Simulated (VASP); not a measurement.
# Al in VASP: further runs

Al is run at these levels: PBE; tasks: single point.

All numbers are computed with VASP 6.6.1; they aren't measurements. Logs are shortened: lines on timing, memory, paths and dates and some standing lists are left out, and cuts for length are marked.

**1. The cell of the first run**

The cell holds a slab with vacuum, 17 atoms: a = 5.714 Å, b = 8.080 Å, c = 19.743 Å, α = 90.00°, β = 90.00°, γ = 90.00°.

**2. Single point, PBE**

Input file INCAR:

```
  PREC = Accurate
  ENCUT = 520
  EDIFF = 1E-6
  ISMEAR = 0
  SIGMA = 0.1
  LREAL = Auto
  LASPH = True
  NELM = 100
  ALGO = Normal
  ISIF = 2
  LWAVE = False
  LCHARG = False
  LDIPOL = True
  IDIPOL = 3
  DIPOL = 0.5 0.5 0.324
  GGA = PE
  NBANDS = 40
```

Input file KPOINTS:

```
Automatic mesh
0
Gamma
  5 4 1
```

Input file POSCAR:

```
Al
1.0
    5.7135165838      0.0000000000      0.0000000000
    0.0000000000      8.0801326416      0.0000000000
    0.0000000000      0.0000000000     19.7432786844
Al
17
Direct
    0.2500000000      0.2500000000      0.2026005946
    0.2500000000      0.7500000000      0.2026005946
    0.7500000000      0.2500000000      0.2026005946
    0.7500000000      0.7500000000      0.2026005946
    0.0000000000      0.0000000000      0.2749482107
    0.0000000000      0.5000000000      0.2749482107
    0.5000000000      0.0000000000      0.2749482107
    0.5000000000      0.5000000000      0.2749482107
    0.2500000000      0.2500000000      0.3495466410
    0.2500000000      0.7500000000      0.3495466410
    0.7500000000      0.2500000000      0.3495466410
    0.7500000000      0.7500000000      0.3495466410
    0.0000000000      0.0000000000      0.4175232906
    0.0000000000      0.5000000000      0.4175232906
    0.5000000000      0.0000000000      0.4175232906
    0.5000000000      0.5000000000      0.4175232906
    0.1666666667      0.0833333333      0.5339571629
```

Potentials or basis: VASP PAW PBE potentials, release 64 (Al).

Run with:

```console
> cat potpaw_PBE.64/Al/POTCAR > POTCAR
> mpirun -np 1 vasp_std > vasp.out
```

OUTCAR:

```text
PREC = Accurate
   ENCUT = 520
   EDIFF = 1E-6
   ISMEAR = 0
   LREAL = Auto
   LASPH = True
   NELM = 100
   ISIF = 2
   GGA = PE

 ion  position               nearest neighbor table
   1  0.250  0.250  0.203-   3 2.86   3 2.86   6 2.86   7 2.86   8 2.86   5 2.86   9 2.90
   2  0.250  0.750  0.203-   4 2.86   4 2.86   6 2.86   7 2.86   8 2.86   5 2.86  10 2.90
   3  0.750  0.250  0.203-   1 2.86   1 2.86   6 2.86   7 2.86   8 2.86   5 2.86  11 2.90
   4  0.750  0.750  0.203-   2 2.86   2 2.86   6 2.86   7 2.86   8 2.86   5 2.86  12 2.90
   5  0.000  0.000  0.275-  13 2.81   7 2.86   7 2.86   4 2.86   1 2.86   2 2.86   3 2.86  11 2.88
                            12 2.88   9 2.88  10 2.88
   6  0.000  0.500  0.275-  14 2.81   8 2.86   8 2.86   4 2.86   1 2.86   2 2.86   3 2.86  11 2.88
                            12 2.88   9 2.88  10 2.88
   7  0.500  0.000  0.275-  15 2.81   5 2.86   5 2.86   4 2.86   1 2.86   2 2.86   3 2.86  11 2.88
                            12 2.88   9 2.88  10 2.88
   8  0.500  0.500  0.275-  16 2.81   6 2.86   6 2.86   4 2.86   1 2.86   2 2.86   3 2.86  11 2.88
                            12 2.88   9 2.88  10 2.88
   9  0.250  0.250  0.350-  13 2.81  14 2.81  15 2.81  16 2.81  11 2.86  11 2.86   7 2.88   8 2.88
                             5 2.88   6 2.88   1 2.90
  10  0.250  0.750  0.350-  13 2.81  14 2.81  15 2.81  16 2.81  12 2.86  12 2.86   7 2.88   8 2.88
                             5 2.88   6 2.88   2 2.90
  11  0.750  0.250  0.350-  13 2.81  14 2.81  15 2.81  16 2.81   9 2.86   9 2.86   7 2.88   8 2.88
                             5 2.88   6 2.88   3 2.90
  12  0.750  0.750  0.350-  13 2.81  14 2.81  15 2.81  16 2.81  10 2.86  10 2.86   7 2.88   8 2.88
                             5 2.88   6 2.88   4 2.90
  13  0.000  0.000  0.418-  17 2.58  10 2.81  11 2.81  12 2.81   9 2.81   5 2.81  15 2.86  15 2.86

  14  0.000  0.500  0.418-   9 2.81  10 2.81  11 2.81  12 2.81   6 2.81  16 2.86  16 2.86
  15  0.500  0.000  0.418-   9 2.81  10 2.81  11 2.81  12 2.81   7 2.81  13 2.86  13 2.86  17 3.06

  16  0.500  0.500  0.418-   9 2.81  10 2.81  11 2.81  12 2.81   8 2.81  14 2.86  14 2.86
  17  0.167  0.083  0.534-  13 2.58  15 3.06

  LATTYP: Found a simple orthorhombic cell.
 ALAT       =     5.7135165838
 B/A-ratio  =     1.4142135624
 C/A-ratio  =     3.4555388778

  Lattice vectors:

 A1 = (   5.7135165838,   0.0000000000,   0.0000000000)
 A2 = (   0.0000000000,   8.0801326416,   0.0000000000)
 A3 = (   0.0000000000,   0.0000000000,  19.7432786844)

Analysis of symmetry for initial positions (statically):
=====================================================================
 Subroutine PRICEL returns:
 Original cell was already a primitive cell.

 Routine SETGRP: Setting up the symmetry group for a
 simple orthorhombic supercell.

 Subroutine GETGRP returns: Found  1 space group operations
 (whereof  1 operations were pure point group operations)
 out of a pool of  8 trial point group operations.

The static configuration has the point symmetry C_1 .

Analysis of symmetry for dynamics (positions and initial velocities):
=====================================================================
 Subroutine PRICEL returns:
 Original cell was already a primitive cell.

 Routine SETGRP: Setting up the symmetry group for a
 simple orthorhombic supercell.

 Subroutine GETGRP returns: Found  1 space group operations
 (whereof  1 operations were pure point group operations)
 out of a pool of  8 trial point group operations.

The dynamic configuration has the point symmetry C_1 .

 Subroutine INISYM returns: Found  1 space group operations
 (whereof  1 operations are pure point group operations),
 and found     1 'primitive' translations

----------------------------------------------------------------------------------------

                                     Primitive cell

  volume of cell :     911.4676

  direct lattice vectors                    reciprocal lattice vectors
     5.713516584  0.000000000  0.000000000     0.175023558  0.000000000  0.000000000
     0.000000000  8.080132642  0.000000000     0.000000000  0.123760345  0.000000000
     0.000000000  0.000000000 19.743278684     0.000000000  0.000000000  0.050650149

  length of vectors
     5.713516584  8.080132642 19.743278684     0.175023558  0.123760345  0.050650149

  position of ions in fractional coordinates (direct lattice)
     0.250000000  0.250000000  0.202600595
     0.250000000  0.750000000  0.202600595
     0.750000000  0.250000000  0.202600595
     0.750000000  0.750000000  0.202600595
     0.000000000  0.000000000  0.274948211
     0.000000000  0.500000000  0.274948211
[... 9 lines left out ...]
     0.500000000  0.500000000  0.417523291
     0.166666667  0.083333333  0.533957163

  ion indices of the primitive-cell ions
   primitive index   ion index
                 1           1
                 2           2
                 3           3
                 4           4
                 5           5
                 6           6
[... 9 lines left out ...]
                16          16
                17          17

----------------------------------------------------------------------------------------

 KPOINTS: Automatic mesh

Automatic generation of k-mesh.
 Grid dimensions read from file:
 generate k-points for:    5    4    1

 Generating k-lattice:

  Cartesian coordinates                     Fractional coordinates (reciprocal lattice)
     0.035004712  0.000000000  0.000000000     0.200000000  0.000000000  0.000000000
     0.000000000  0.030940086  0.000000000     0.000000000  0.250000000  0.000000000
     0.000000000  0.000000000  0.050650149     0.000000000  0.000000000  1.000000000

  Length of vectors
     0.035004712  0.030940086  0.050650149

  Shift w.r.t. Gamma in fractional coordinates (k-lattice)
     0.000000000  0.000000000  0.000000000

 Subroutine IBZKPT returns following result:
 ===========================================

 Found     11 irreducible k-points:

 Following reciprocal coordinates:
            Coordinates               Weight
  0.000000  0.000000  0.000000      1.000000
  0.200000  0.000000  0.000000      2.000000
  0.400000  0.000000  0.000000      2.000000
  0.000000  0.250000  0.000000      2.000000
  0.200000  0.250000  0.000000      2.000000
  0.200000 -0.250000  0.000000      2.000000
  0.400000  0.250000  0.000000      2.000000
  0.400000 -0.250000  0.000000      2.000000
  0.000000  0.500000  0.000000      1.000000
  0.200000  0.500000  0.000000      2.000000
  0.400000  0.500000  0.000000      2.000000
   k-points           NKPTS =     11   k-points in BZ     NKDIM =     11   number of bands    NBANDS=     40
   number of dos      NEDOS =    301   number of ions     NIONS =     17
   total plane-waves  NPLWV = 378000
   dimension x,y,z NGX =    42 NGY =   60 NGZ =  150
   dimension x,y,z NGXF=    84 NGYF=  120 NGZF=  300
   ions per type =              17
   NGX,Y,Z   is equivalent  to a cutoff of  12.22, 12.34, 12.63 a.u.
   NGXF,Y,Z  is equivalent  to a cutoff of  24.44, 24.69, 25.26 a.u.
 SYSTEM =  unknown system
   PREC   = accura    normal or accurate (medium, high low for compatibility)
   ISTART =      0    job   : 0-new  1-cont  2-samecut
   ICHARG =      2    charge: 1-file 2-atom 10-const
   ISPIN  =      1    spin polarized calculation?
   LNONCOLLINEAR =      F non collinear calculations
   LSORBIT =      F    spin-orbit coupling
   LASPH  =      T    aspherical Exc in radial PAW
   ENCUT  =  520.0 eV  38.22 Ry    6.18 a.u.  10.62 15.02 36.71*2*pi/ulx,y,z
   NELM   =    100;   NELMIN=  2; NELMDL= -5     # of ELM steps
   EDIFF  = 0.1E-05   stopping-criterion for ELM
   LREAL  =      T    real-space projection
   EDIFFG = 0.1E-04   stopping-criterion for IOM
   NSW    =      0    number of steps for IOM
   IBRION =     -1    ionic relax: 0-MD 1-quasi-New 2-CG
   NFREE  =      0    steps in history (QN), initial steepest desc. (CG)
   ISIF   =      2    stress and relaxation
   ISYM   =      2    0-nonsym 1-usesym 2-fastsym
   POTIM  = 0.5000    time-step for ionic-motion
   TEBEG  =    0.0;   TEEND  =   0.0 temperature during run
   PSTRESS=    0.0 pullay stress
   NELECT =      51.0000    total number of electrons
   NUPDOWN=      -1.0000    fix difference up-down
   EMIN   =  10.00;   EMAX   =-10.00  energy-range for DOS
   EFERMI =   0.00;   METHOD = LEGACY
   ISMEAR =     0;   SIGMA  =   0.10  broadening in eV -4-tet -1-fermi 0-gaus
   EFERMI_NEDOS =   21; number of points for ismear=-14 and -15
   IALGO  =     38    algorithm
   IMIX   =      4    mixing-type and parameters
     AMIX     =   0.40;   BMIX     =  1.00
     AMIX_MAG =   1.60;   BMIX_MAG =  1.00
  volume/ion in A,a.u.               =      53.62       361.82
  Fermi-wavevector in a.u.,A,eV,Ry     =   0.626159  1.183269  5.334502  0.392075
  Thomas-Fermi vector in A             =   1.687315
   LORBIT       =      0    0 simple, 1 ext, 2 COOP (PROOUT), +10 PAW based schemes
   GGA     = PE    functional components
   LHFCALC =     F    Hartree Fock is set to
   AEXX    =    0.0000 exact exchange contribution
   IVDW    =     0    specifies the selected vdW correction
   LEPSILON=     F    determine dielectric tensor
   LRPA    =     F    only Hartree local field effects (RPA)
 non-spin polarized calculation
 Gauss-broadening in eV      SIGMA  =   0.10
  energy-cutoff  :      520.00
  volume of cell :      911.47
 maximum number of plane-waves:     24626
   NGX = 21   NGY = 31   NGZ = 73

 dipolmoment           0.000000      0.000000      0.186810 electrons x Angstroem

 number of electron      50.9999999 magnetization

 dipolmoment           0.000000      0.000000     -0.001647 electrons x Angstroem

 Free energy of the ion-electron system (eV)
  ---------------------------------------------------
  ext. energy  EPLUGINS =         0.00000000
  ---------------------------------------------------
  free energy    TOTEN  =       -57.08229439 eV

  energy without entropy =      -57.03356874  energy(sigma->0) =      -57.05793156

 E-fermi :  -0.3010     XC(G=0):  -4.3427

 val. band max:       -0.3156577945   @ k =   0.4000   0.5000   0.0000
 cond. band min:      -0.3008322965   @ k =   0.2000  -0.2500   0.0000
 fundamental gap:      0.0148254981
 Fermi energy:        -0.3010213497

 k-point     1 :       0.0000    0.0000    0.0000
  band No.  band energies     occupation
      1     -10.5174      2.00000
      2      -8.3586      2.00000
      3      -8.2577      2.00000
      4      -8.1382      2.00000
      5      -6.1860      2.00000
      6      -6.0895      2.00000
[... 29 lines left out ...]
     36       1.7618      0.00000
     37       1.8146      0.00000

 k-point     2 :       0.2000    0.0000    0.0000
  band No.  band energies     occupation
      1     -10.3368      2.00000
      2      -8.1822      2.00000
      3      -8.0802      2.00000
      4      -7.9624      2.00000
      5      -7.6564      2.00000
      6      -6.0073      2.00000
[... 29 lines left out ...]
     36       1.9388      0.00000
     37       2.0060      0.00000
[... 318 lines left out ...]
     36       1.8875      0.00000
     37       1.9269      0.00000

 k-point    11 :       0.4000    0.5000    0.0000
  band No.  band energies     occupation
      1      -9.2470      2.00000
      2      -9.2337      2.00000
      3      -8.3554      2.00000
      4      -8.3420      2.00000
      5      -7.0066      2.00000
      6      -6.8471      2.00000
[... 29 lines left out ...]
     36       2.0540      0.00000
     37       2.3263      0.00000
 [bands above 37 left out]

------------------------ aborting loop because EDIFF is reached ----------------------------------------

 vacuum level on the upper side and lower side of the slab       (xc-potential included)        -0.201        -0.129

  FORCE on cell =-STRESS in cart. coord.  units (eV):
  Direction    XX          YY          ZZ          XY          YZ          ZX
  --------------------------------------------------------------------------------------
  -------------------------------------------------------------------------------------
  Total      -10.0382366     -4.0290298     -1.2066288      0.3720820      0.7665915      1.3800321
  in kB      -17.6452068     -7.0822264     -2.1210115      0.6540455      1.3475141      2.4258196
  external PRESSURE =      -8.9494816 kB  Pullay stress =       0.0000000 kB

 VOLUME and BASIS-vectors are now :
 -----------------------------------------------------------------------------
  energy-cutoff  :      520.00
  volume of cell :      911.47
      direct lattice vectors                 reciprocal lattice vectors
     5.713516584  0.000000000  0.000000000     0.175023558  0.000000000  0.000000000
     0.000000000  8.080132642  0.000000000     0.000000000  0.123760345  0.000000000
     0.000000000  0.000000000 19.743278684     0.000000000  0.000000000  0.050650149

 POSITION                                       TOTAL-FORCE (eV/Angst)
 -----------------------------------------------------------------------------------
      1.42838      2.02003      4.00000         0.014929     -0.006662      0.208602
      1.42838      6.06010      4.00000        -0.009283     -0.020236      0.199622
      4.28514      2.02003      4.00000        -0.028632      0.008241      0.173679
      4.28514      6.06010      4.00000        -0.000140     -0.024337      0.203736
      0.00000      0.00000      5.42838         0.016191     -0.011851     -0.160802
      0.00000      4.04007      5.42838        -0.001114      0.002141     -0.176848
[... 9 lines left out ...]
      2.85676      4.04007      8.24328         0.025942     -0.017124      0.042534
      0.95225      0.67334     10.54207         0.523092      0.238224      0.002228
 -----------------------------------------------------------------------------------
    total drift:                                0.000119     -0.000000      0.000322

  FREE ENERGIE OF THE ION-ELECTRON SYSTEM (eV)
  ---------------------------------------------------
  free  energy   TOTEN  =       -57.0822943900 eV

  energy  without entropy=      -57.0335687352  energy(sigma->0) =      -57.05793156

 vacuum level on the upper side and lower side of the slab         3.623         3.683
```

Run time: 6.4 min. Hardware: 1 thread of AMD EPYC 9R45 (Zen 5), shared host; peak memory 0.79 GiB.

Results:

```yaml
Free_energy: -57.0823 eV
Largest_force: 0.689 eV/Å
Band_gap_on_the_k_mesh: zero (an odd number of electrons rules out a gap without spin polarisation)
```

Forces in eV/Å, atoms in the order of the input:
```
Al   0.015 -0.007  0.209
Al  -0.009 -0.020  0.200
Al  -0.029  0.008  0.174
Al   0.000 -0.024  0.204
Al   0.016 -0.012 -0.161
Al  -0.001  0.002 -0.177
Al  -0.036 -0.007 -0.162
Al   0.010  0.001 -0.182
Al   0.008 -0.053 -0.001
Al   0.000  0.030 -0.026
Al  -0.031 -0.033 -0.090
Al  -0.014  0.061 -0.019
Al  -0.439 -0.209 -0.488
Al  -0.020 -0.035  0.071
Al  -0.019  0.075  0.404
Al   0.026 -0.017  0.043
Al   0.523  0.238  0.002
```

**3. Single point, PBE**

Input file INCAR:

```
SYSTEM = Al
PREC     = Accurate       ! precision mode
ENCUT    = 520            ! plane-wave cutoff, eV
EDIFF    = 1E-6           ! SCF threshold, eV
ISMEAR   = 0              ! smearing method
SIGMA    = 0.1            ! smearing width, eV
LREAL    = Auto         
LASPH    = .True.         ! aspherical terms in the spheres
NELM     = 100            ! most SCF steps
ALGO     = Normal         ! electronic algorithm
ISIF     = 2              ! what is computed and relaxed
LWAVE    = .False.        ! write WAVECAR
LCHARG   = .False.        ! write CHGCAR
LDIPOL   = .True.       
IDIPOL   = 3            
DIPOL    = 0.5 0.5 0.325
GGA      = PE             ! functional
NBANDS   = 40             ! bands
```

Input file KPOINTS:

```
Automatic mesh
0
Gamma
  5 4 1
  0 0 0
```

Edit POSCAR of step 2 so:

```diff
@@ -24,2 +24,2 @@
     0.5000000000      0.5000000000      0.4175232906
-    0.1666666667      0.0833333333      0.5339571629
+    0.0833333333      0.0833333333      0.5426174479
```

Potentials or basis: VASP PAW PBE potentials, release 64 (Al).

Run with:

```console
> cat potpaw_PBE.64/Al/POTCAR > POTCAR
> mpirun -np 1 vasp_std > vasp.out
```

It took 7 min on 1 thread of AMD EPYC 9R45 (Zen 5), shared host; peak memory 0.79 GiB.

It converged, with:

| Quantity | Value |
| --- | --- |
| Free energy | -56.8688 eV |
| Largest force | 0.532 eV/Å |
| Band gap on the k mesh | zero (an odd number of electrons rules out a gap without spin polarisation) |

Forces in eV/Å, atoms in the order of the input:
```
Al   0.015 -0.010  0.186
Al  -0.020 -0.006  0.200
Al  -0.026 -0.009  0.173
Al   0.012 -0.002  0.204
Al   0.007 -0.001 -0.142
Al   0.001 -0.002 -0.179
Al  -0.024  0.001 -0.163
Al   0.004 -0.006 -0.187
Al   0.022 -0.042 -0.032
Al   0.009  0.037 -0.033
Al  -0.039 -0.035 -0.066
Al  -0.020  0.053 -0.021
Al  -0.208 -0.187 -0.453
Al  -0.010 -0.042  0.080
Al  -0.064  0.067  0.404
Al   0.014 -0.012  0.032
Al   0.326  0.197 -0.004
```

Levels at points of the mesh, in eV from the Fermi level:
```csv
k point,band 24,band 25,band 26,band 27,band 28,band 29
"(0.00, 0.00, 0.00)",-0.81,-0.52,-0.36,-0.22,0.20,0.53
"(0.00, 0.50, 0.00)",-0.86,-0.85,-0.22,0.06,0.20,0.25
```
